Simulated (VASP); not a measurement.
# SmSc2As3 (P-4m2) in VASP: further runs

Runs on SmSc2As3. Level: PBE. Tasks: single point, relaxation of cell and atoms.

Everything below comes from runs of VASP 6.6.1. Logs are shortened: lines on timing, memory, paths and dates and some standing lists are left out, and cuts for length are marked.

### Step 1. The cell of the first run

It takes space group P-4m2 (No. 115, tetragonal). Conventional cell: a = 3.991 Å, b = 3.991 Å, c = 8.294 Å, α = 90.00°, β = 90.00°, γ = 90.00°. Sm (site symmetry -4m2) has 8 As at 2.82 to 3.31 Å and 4 Sc at 3.56 Å within 3.7 Å. Sc (site symmetry 2mm) has 7 As at 2.70 to 3.56 Å and 2 Sm at 3.56 Å and 4 Sc at 3.70 Å within 3.7 Å. Within 3.6 Å of As (site symmetry 2mm) lie 5 Sc at 2.70 to 2.84 Å and 2 Sm at 3.31 Å and 2 As at 3.31 Å. Within 3.7 Å of As (site symmetry -4m2) lie 4 Sm at 2.82 Å and 4 As at 3.31 Å and 4 Sc at 3.56 Å.

The cell was built from a structure type or drawn by symmetry, and may not be a known phase.

### Step 2. Single point, PBE

Input file INCAR:

```
PREC = Accurate
ENCUT = 500
EDIFF = 1E-6
ISMEAR = 0
SIGMA = 0.1
LREAL = False
LASPH = True
NELM = 200
ALGO = Normal
ISIF = 2
LWAVE = False
LCHARG = False
GGA = PE
NBANDS = 33
GGA_COMPAT = False
LMAXMIX = 6
```

Input file KPOINTS:

```
Automatic mesh
0
Gamma
  4 4 2
```

Input file POSCAR:

```
SmSc2As3
1.0
    3.9914946806      0.0000000000      0.0000000000
    0.0000000000      3.9914946806      0.0000000000
    0.0000000000      0.0000000000      8.2936796931
Sm Sc As
1 2 3
Direct
    0.0000000000      0.0000000000      0.0000000000
    0.0000000000      0.5000000000      0.6439203687
    0.5000000000      0.0000000000      0.3560796313
    0.0000000000      0.5000000000      0.3180194260
    0.5000000000      0.0000000000      0.6819805740
    0.5000000000      0.5000000000      0.0000000000
```

Potentials or basis: VASP PAW PBE potentials, release 64 (Sm_3, Sc_sv, As), 4f in core.

Started as:

```sh
$ cat potpaw_PBE.64/Sm_3/POTCAR potpaw_PBE.64/Sc_sv/POTCAR potpaw_PBE.64/As/POTCAR > POTCAR
$ mpirun -np 1 vasp_std > vasp.out
```

OUTCAR:

```text
PREC = Accurate
   ENCUT = 500
   EDIFF = 1E-6
   ISMEAR = 0
   LREAL = False
   LASPH = True
   NELM = 200
   ISIF = 2
   GGA = PE

 ion  position               nearest neighbor table
   1  0.000  0.000  0.000-   6 2.82   6 2.82   6 2.82   6 2.82   5 3.31   5 3.31   4 3.31   4 3.31
                             3 3.56   2 3.56   3 3.56   2 3.56
   2  0.000  0.500  0.644-   4 2.70   5 2.84   5 2.84   5 2.84   5 2.84   1 3.56   1 3.56
   3  0.500  0.000  0.356-   5 2.70   4 2.84   4 2.84   4 2.84   4 2.84   1 3.56   1 3.56
   4  0.000  0.500  0.318-   2 2.70   3 2.84   3 2.84   3 2.84   3 2.84   1 3.31   1 3.31
   5  0.500  0.000  0.682-   3 2.70   2 2.84   2 2.84   2 2.84   2 2.84   1 3.31   1 3.31
   6  0.500  0.500  0.000-   1 2.82   1 2.82   1 2.82   1 2.82

  LATTYP: Found a simple tetragonal cell.
 ALAT       =     3.9914946806
 C/A-ratio  =     2.0778380924

  Lattice vectors:

 A1 = (   3.9914946806,   0.0000000000,   0.0000000000)
 A2 = (   0.0000000000,   3.9914946806,   0.0000000000)
 A3 = (   0.0000000000,   0.0000000000,   8.2936796931)

Analysis of symmetry for initial positions (statically):
=====================================================================
 Subroutine PRICEL returns:
 Original cell was already a primitive cell.

 Routine SETGRP: Setting up the symmetry group for a
 simple tetragonal supercell.

 Subroutine GETGRP returns: Found  8 space group operations
 (whereof  8 operations were pure point group operations)
 out of a pool of 16 trial point group operations.

The static configuration has the point symmetry D_2d.

Analysis of symmetry for dynamics (positions and initial velocities):
=====================================================================
 Subroutine PRICEL returns:
 Original cell was already a primitive cell.

 Routine SETGRP: Setting up the symmetry group for a
 simple tetragonal supercell.

 Subroutine GETGRP returns: Found  8 space group operations
 (whereof  8 operations were pure point group operations)
 out of a pool of 16 trial point group operations.

The dynamic configuration has the point symmetry D_2d.

 Subroutine INISYM returns: Found  8 space group operations
 (whereof  8 operations are pure point group operations),
 and found     1 'primitive' translations

----------------------------------------------------------------------------------------

                                     Primitive cell

  volume of cell :     132.1352

  direct lattice vectors                    reciprocal lattice vectors
     3.991494681  0.000000000  0.000000000     0.250532715  0.000000000  0.000000000
     0.000000000  3.991494681  0.000000000     0.000000000  0.250532715  0.000000000
     0.000000000  0.000000000  8.293679693     0.000000000  0.000000000  0.120573743

  length of vectors
     3.991494681  3.991494681  8.293679693     0.250532715  0.250532715  0.120573743

  position of ions in fractional coordinates (direct lattice)
     0.000000000  0.000000000  0.000000000
     0.000000000  0.500000000  0.643920369
     0.500000000  0.000000000  0.356079631
     0.000000000  0.500000000  0.318019426
     0.500000000  0.000000000  0.681980574
     0.500000000  0.500000000  0.000000000

  ion indices of the primitive-cell ions
   primitive index   ion index
                 1           1
                 2           2
                 3           3
                 4           4
                 5           5
                 6           6

----------------------------------------------------------------------------------------

 KPOINTS: Automatic mesh

Automatic generation of k-mesh.
 Grid dimensions read from file:
 generate k-points for:    4    4    2

 Generating k-lattice:

  Cartesian coordinates                     Fractional coordinates (reciprocal lattice)
     0.062633179  0.000000000  0.000000000     0.250000000  0.000000000  0.000000000
     0.000000000  0.062633179  0.000000000     0.000000000  0.250000000  0.000000000
     0.000000000  0.000000000  0.060286871     0.000000000  0.000000000  0.500000000

  Length of vectors
     0.062633179  0.062633179  0.060286871

  Shift w.r.t. Gamma in fractional coordinates (k-lattice)
     0.000000000  0.000000000  0.000000000

 Subroutine IBZKPT returns following result:
 ===========================================

 Found     12 irreducible k-points:

 Following reciprocal coordinates:
            Coordinates               Weight
  0.000000  0.000000  0.000000      1.000000
  0.250000  0.000000  0.000000      4.000000
  0.500000  0.000000  0.000000      2.000000
  0.250000  0.250000  0.000000      4.000000
  0.500000  0.250000  0.000000      4.000000
  0.500000  0.500000  0.000000      1.000000
  0.000000  0.000000  0.500000      1.000000
  0.250000  0.000000  0.500000      4.000000
  0.500000  0.000000  0.500000      2.000000
  0.250000  0.250000  0.500000      4.000000
  0.500000  0.250000  0.500000      4.000000
  0.500000  0.500000  0.500000      1.000000
   k-points           NKPTS =     12   k-points in BZ     NKDIM =     12   number of bands    NBANDS=     33
   number of dos      NEDOS =    301   number of ions     NIONS =      6
   total plane-waves  NPLWV =  54000
   dimension x,y,z NGX =    30 NGY =   30 NGZ =   60
   dimension x,y,z NGXF=    60 NGYF=   60 NGZF=  120
   ions per type =               1   2   3
   NGX,Y,Z   is equivalent  to a cutoff of  12.50, 12.50, 12.03 a.u.
   NGXF,Y,Z  is equivalent  to a cutoff of  24.99, 24.99, 24.05 a.u.
 SYSTEM =  unknown system
   PREC   = accura    normal or accurate (medium, high low for compatibility)
   ISTART =      0    job   : 0-new  1-cont  2-samecut
   ICHARG =      2    charge: 1-file 2-atom 10-const
   ISPIN  =      1    spin polarized calculation?
   LNONCOLLINEAR =      F non collinear calculations
   LSORBIT =      F    spin-orbit coupling
   LASPH  =      T    aspherical Exc in radial PAW
   ENCUT  =  500.0 eV  36.75 Ry    6.06 a.u.   7.28  7.28 15.12*2*pi/ulx,y,z
   NELM   =    200;   NELMIN=  2; NELMDL= -5     # of ELM steps
   EDIFF  = 0.1E-05   stopping-criterion for ELM
   LREAL  =      F    real-space projection
   EDIFFG = 0.1E-04   stopping-criterion for IOM
   NSW    =      0    number of steps for IOM
   IBRION =     -1    ionic relax: 0-MD 1-quasi-New 2-CG
   NFREE  =      0    steps in history (QN), initial steepest desc. (CG)
   ISIF   =      2    stress and relaxation
   ISYM   =      2    0-nonsym 1-usesym 2-fastsym
   POTIM  = 0.5000    time-step for ionic-motion
   TEBEG  =    0.0;   TEEND  =   0.0 temperature during run
   PSTRESS=    0.0 pullay stress
   NELECT =      48.0000    total number of electrons
   NUPDOWN=      -1.0000    fix difference up-down
   EMIN   =  10.00;   EMAX   =-10.00  energy-range for DOS
   EFERMI =   0.00;   METHOD = LEGACY
   ISMEAR =     0;   SIGMA  =   0.10  broadening in eV -4-tet -1-fermi 0-gaus
   EFERMI_NEDOS =   21; number of points for ismear=-14 and -15
   IALGO  =     38    algorithm
   IMIX   =      4    mixing-type and parameters
     AMIX     =   0.40;   BMIX     =  1.00
     AMIX_MAG =   1.60;   BMIX_MAG =  1.00
  volume/ion in A,a.u.               =      22.02       148.62
  Fermi-wavevector in a.u.,A,eV,Ry     =   1.168107  2.207401 18.564781  1.364473
  Thomas-Fermi vector in A             =   2.304598
   LORBIT       =      0    0 simple, 1 ext, 2 COOP (PROOUT), +10 PAW based schemes
   GGA     = PE    functional components
   LHFCALC =     F    Hartree Fock is set to
   AEXX    =    0.0000 exact exchange contribution
   IVDW    =     0    specifies the selected vdW correction
   LEPSILON=     F    determine dielectric tensor
   LRPA    =     F    only Hartree local field effects (RPA)
 non-spin polarized calculation
 Gauss-broadening in eV      SIGMA  =   0.10
  energy-cutoff  :      500.00
  volume of cell :      132.14
 maximum number of plane-waves:      3384
 NGX is ok and might be reduce to    30
   NGX = 15   NGY = 15   NGZ = 31

 number of electron      48.0000009 magnetization

 Free energy of the ion-electron system (eV)
  ---------------------------------------------------
  ext. energy  EPLUGINS =         0.00000000
  ---------------------------------------------------
  free energy    TOTEN  =       -37.66290659 eV

  energy without entropy =      -37.65132005  energy(sigma->0) =      -37.65711332

 E-fermi :   5.0694     XC(G=0): -10.3570

 val. band max:        5.0498165492   @ k =   0.2500   0.0000   0.0000
 cond. band min:       5.1409861357   @ k =   0.5000   0.5000   0.0000
 fundamental gap:      0.0911695865
 Fermi energy:         5.0693906814

 k-point     1 :       0.0000    0.0000    0.0000
  band No.  band energies     occupation
      1     -45.0311      2.00000
      2     -45.0227      2.00000
      3     -35.8681      2.00000
      4     -23.6751      2.00000
      5     -23.6654      2.00000
      6     -23.6654      2.00000
[... 25 lines left out ...]
     32       6.7066      0.00000
     33       6.9918      0.00000

 k-point     2 :       0.2500    0.0000    0.0000
  band No.  band energies     occupation
      1     -45.0291      2.00000
      2     -45.0232      2.00000
      3     -35.8624      2.00000
      4     -23.6895      2.00000
      5     -23.6755      2.00000
      6     -23.6601      2.00000
[... 25 lines left out ...]
     32       7.4003      0.00000
     33       7.9462      0.00000
[... 322 lines left out ...]
     32       7.4831      0.00000
     33       8.2002      0.00000

 k-point    12 :       0.5000    0.5000    0.5000
  band No.  band energies     occupation
      1     -45.0239      2.00000
      2     -45.0239      2.00000
      3     -35.8450      2.00000
      4     -23.7060      2.00000
      5     -23.6787      2.00000
      6     -23.6656      2.00000
[... 25 lines left out ...]
     32       7.3721      0.00000
     33       7.4945      0.00000

------------------------ aborting loop because EDIFF is reached ----------------------------------------

  FORCE on cell =-STRESS in cart. coord.  units (eV):
  Direction    XX          YY          ZZ          XY          YZ          ZX
  --------------------------------------------------------------------------------------
  -------------------------------------------------------------------------------------
  Total        0.3216369      0.3216369      0.1330647      0.0000000      0.0000000      0.0000000
  in kB        3.8999416      3.8999416      1.6134478      0.0000000      0.0000000      0.0000000
  external PRESSURE =       3.1377770 kB  Pullay stress =       0.0000000 kB

 VOLUME and BASIS-vectors are now :
 -----------------------------------------------------------------------------
  energy-cutoff  :      500.00
  volume of cell :      132.14
      direct lattice vectors                 reciprocal lattice vectors
     3.991494681  0.000000000  0.000000000     0.250532715  0.000000000  0.000000000
     0.000000000  3.991494681  0.000000000     0.000000000  0.250532715  0.000000000
     0.000000000  0.000000000  8.293679693     0.000000000  0.000000000  0.120573743

 POSITION                                       TOTAL-FORCE (eV/Angst)
 -----------------------------------------------------------------------------------
      0.00000      0.00000      0.00000         0.000000      0.000000      0.000000
      0.00000      1.99575      5.34047         0.000000      0.000000     -0.011851
      1.99575      0.00000      2.95321        -0.000000     -0.000000      0.011851
      0.00000      1.99575      2.63755         0.000000      0.000000      0.008645
      1.99575      0.00000      5.65613         0.000000     -0.000000     -0.008645
      1.99575      1.99575      0.00000         0.000000      0.000000      0.000000
 -----------------------------------------------------------------------------------
    total drift:                                0.000000      0.000000      0.000000

  FREE ENERGIE OF THE ION-ELECTRON SYSTEM (eV)
  ---------------------------------------------------
  free  energy   TOTEN  =       -37.6629065930 eV

  energy  without entropy=      -37.6513200543  energy(sigma->0) =      -37.65711332
```

Run time: 39 s. Hardware: 1 thread of Intel Xeon 6975P-C (Granite Rapids), shared host; peak memory 0.24 GiB.

Results:

| Property | Result |
| --- | --- |
| Free energy | -37.6629 eV |
| Pressure | 0.3 GPa |
| Largest force | 0.012 eV/Å |
| Band gap on the k mesh | zero (bands 24 and 25 overlap by 0.53 eV) |

Forces on the atoms (eV/Å):
```
Sm   0.000  0.000  0.000
Sc   0.000  0.000 -0.012
Sc   0.000  0.000  0.012
As   0.000  0.000  0.009
As   0.000  0.000 -0.009
As   0.000  0.000  0.000
```

Caveat: the k points lie up to 0.39 Å⁻¹ apart, too coarse for converged energies and pressures of a metal; spin-orbit coupling is left out, which moves the levels of the heavy elements; the 4f electrons are frozen in the core, so they carry no moment and show no levels. Spin polarisation is off, so any magnetic state and its effect on volume and gap are missing.

### Step 3. Single point, PBE

This run uses another cell than the first one, of 22.94 Å³/atom.

Input file INCAR:

```
ALGO     = Normal         # electronic algorithm
EDIFF    = 1E-6           # SCF threshold, eV
ENCUT    = 500            # plane-wave cutoff, eV
GGA      = PE             # functional
GGA_COMPAT= F            
ISIF     = 2              # what is computed and relaxed
ISMEAR   = 0              # smearing method
LASPH    = T              # aspherical terms in the spheres
LCHARG   = F              # write CHGCAR
LMAXMIX  = 6              # l up to which the mixer works
LREAL    = F              # projectors in reciprocal space
LWAVE    = F              # write WAVECAR
NBANDS   = 33             # bands
NELM     = 200            # most SCF steps
PREC     = Accurate       # precision mode
SIGMA    = 0.1            # smearing width, eV
```

Input file KPOINTS:

```
k-points
0
Gamma
  4 4 2
```

Input file POSCAR:

```
SmSc2As3
1.0
    3.9681345300      0.0000000000      0.0000000000
    0.0000000000      3.9681345300      0.0000000000
    0.0000000000      0.0000000000      8.7421729200
Sm Sc As
1 2 3
Direct
    0.0000000000      0.0000000000      0.0000000000
    0.0000000000      0.5000000000      0.7315000300
    0.5000000000      0.0000000000      0.2684999700
    0.0000000000      0.5000000000      0.3835000100
    0.5000000000      0.0000000000      0.6164999900
    0.5000000000      0.5000000000      0.0000000000
```

Potentials or basis: VASP PAW PBE potentials, release 64 (Sm_3, Sc_sv, As), 4f in core.

Started as:

```sh
$ cat potpaw_PBE.64/Sm_3/POTCAR potpaw_PBE.64/Sc_sv/POTCAR potpaw_PBE.64/As/POTCAR > POTCAR
$ mpirun -np 1 vasp_std > vasp.out
```

Run time: 39 s. Hardware: 1 thread of Intel Xeon 6975P-C (Granite Rapids), shared host; peak memory 0.25 GiB.

Results (log left out):

| Item | Value |
| --- | --- |
| Free energy | -35.0500 eV |
| Pressure | -1.1 GPa |
| Largest force | 2.445 eV/Å |
| Band gap on the k mesh | zero (bands 24 and 25 overlap by 0.70 eV) |

Forces in eV/Å, atoms in the order of the input:
```
Sm   0.000  0.000  0.000
Sc   0.000  0.000 -2.445
Sc   0.000  0.000  2.445
As   0.000  0.000 -1.123
As   0.000  0.000  1.123
As   0.000  0.000  0.000
```

Stress tensor (GPa, compression positive):
```
-0.17  0.00  0.00
 0.00 -0.17  0.00
 0.00  0.00 -3.00
```

Levels at points of the mesh, in eV from the Fermi level:
```csv
k point,band 22,band 23,band 24,band 25,band 26,band 27
"(0.00, 0.00, 0.00)",-0.90,-0.21,-0.15,0.36,0.36,0.94
"(0.50, 0.00, 0.00)",-0.91,-0.67,-0.66,0.92,0.98,1.68
"(0.50, 0.50, 0.00)",-2.12,-1.16,-0.76,-0.39,1.00,1.00
"(0.00, 0.00, 0.50)",-0.78,-0.59,0.31,0.31,0.33,0.79
"(0.50, 0.00, 0.50)",-0.84,-0.59,-0.30,0.32,0.64,1.62
"(0.50, 0.50, 0.50)",-1.41,-1.41,-0.98,0.00,0.16,0.16
```

Caveat: the k points lie up to 0.40 Å⁻¹ apart, too coarse for converged energies and pressures of a metal; spin-orbit coupling is left out, which moves the levels of the heavy elements; the 4f electrons are frozen in the core, so they carry no moment and show no levels; forces of over 1 eV/Å act on the atoms, so gaps and moduli don't describe the material at rest. Spin polarisation is off, so any magnetic state and its effect on volume and gap are missing.

### Step 4. Relaxation of cell and atoms, PBE

This run uses another cell than the first one, of 22.94 Å³/atom.

Input file INCAR:

```
SYSTEM = SmSc2As3
PREC = Accurate ; ENCUT = 500
EDIFF = 1E-7 ; ISMEAR = 0
SIGMA = 0.1 ; LREAL = .False.
LASPH = .True. ; NELM = 200
ALGO = Normal ; ISIF = 3
LWAVE = .False. ; LCHARG = .False.
GGA = PE ; IBRION = 2
NSW = 90 ; EDIFFG = -0.04
GGA_COMPAT = .False. ; NELMIN = 4
LMAXMIX = 6
```

Input file KPOINTS:

```
regular mesh
0
Gamma
  4 4 2
  0 0 0
```

POSCAR is that of step 3.

Started as:

```sh
$ cat potpaw_PBE.64/Sm_3/POTCAR potpaw_PBE.64/Sc_sv/POTCAR potpaw_PBE.64/As/POTCAR > POTCAR
$ mpirun -np 1 vasp_std > vasp.out
```

Run time: 4.7 min. Hardware: 1 thread of Intel Xeon 6975P-C (Granite Rapids), shared host; peak memory 0.27 GiB.

The run converged. Its results:

```yaml
Free_energy: -37.6640 eV
Relaxed_volume: 22.17 Å³/atom
Relaxed_cell: a = 3.999 Å, b = 3.999 Å, c = 8.319 Å, α = 90.00°, β = 90.00°, γ = 90.00°
Space_group_after_relaxing_to_0.1_Å: P-4m2 (No. 115)
Energy_gained_by_relaxing: 435.7 meV/atom
Ionic_steps: 14
Pressure_after_relaxing: -0.2 GPa
Largest_force_after_relaxing: 0.024 eV/Å
Band_gap_on_the_k_mesh: zero (bands 24 and 25 overlap by 0.52 eV)
```

Forces in eV/Å, atoms in the order of the input:
```
Sm   0.000  0.000  0.000
Sc   0.000  0.000 -0.024
Sc   0.000  0.000  0.024
As   0.000  0.000 -0.003
As   0.000  0.000  0.003
As   0.000  0.000  0.000
```

The path:
```csv
step,energy change (eV),largest force (eV/Å),pressure (GPa),volume (Å³)
1,0.0000,2.4456,-1.11,137.66
2,-0.6911,2.0429,0.04,134.49
3,-1.8080,1.6596,6.02,125.08
4,-2.2676,1.0719,0.21,133.15
5,-2.3603,0.7239,-2.82,138.57
6,-2.5382,0.3446,-1.87,136.81
7,-2.5939,0.1474,-0.85,135.31
8,-2.5946,0.1369,-0.72,135.13
9,-2.6073,0.0871,0.19,133.20
10,-2.6080,0.1132,0.46,132.66
11,-2.6117,0.1153,-0.06,133.15
12,-2.6117,0.1153,-0.05,133.14
13,-2.6131,0.0737,-0.10,133.10
14,-2.6140,0.0238,-0.18,133.03
```

Final structure:
```yaml
crystal:
  lattice:
    - [3.99906, 0.00000, 0.00000]
    - [0.00000, 3.99906, 0.00000]
    - [0.00000, 0.00000, 8.31858]
  atoms:
    - { symbol: Sm, position: [0.00000, 0.00000, 0.00000] }
    - { symbol: Sc, position: [0.00000, 0.50000, 0.64416] }
    - { symbol: Sc, position: [0.50000, 0.00000, 0.35584] }
    - { symbol: As, position: [0.00000, 0.50000, 0.31890] }
    - { symbol: As, position: [0.50000, 0.00000, 0.68110] }
    - { symbol: As, position: [0.50000, 0.50000, 0.00000] }
```

Levels at points of the mesh, in eV from the Fermi level:
```tsv
k point	band 22	band 23	band 24	band 25	band 26	band 27
(0.00, 0.00, 0.00)	-1.19	-0.73	-0.22	-0.22	0.11	0.96
(0.50, 0.00, 0.00)	-2.19	-1.88	-0.83	0.60	1.37	1.81
(0.50, 0.50, 0.00)	-1.90	-1.90	-0.79	0.08	0.60	1.77
(0.00, 0.00, 0.50)	-1.39	-0.66	0.29	0.34	0.34	0.51
(0.50, 0.00, 0.50)	-1.98	-1.80	-0.62	0.78	1.07	1.66
(0.50, 0.50, 0.50)	-1.52	-1.31	-1.31	-0.23	0.81	0.81
```

Caveat: the k points lie up to 0.39 Å⁻¹ apart in the final cell, too coarse for converged energies and pressures of a metal; the electronic state changed during the relaxation; spin-orbit coupling is left out, which moves the levels of the heavy elements; the 4f electrons are frozen in the core, so they carry no moment and show no levels.

(Continued in part 2 of 2.)
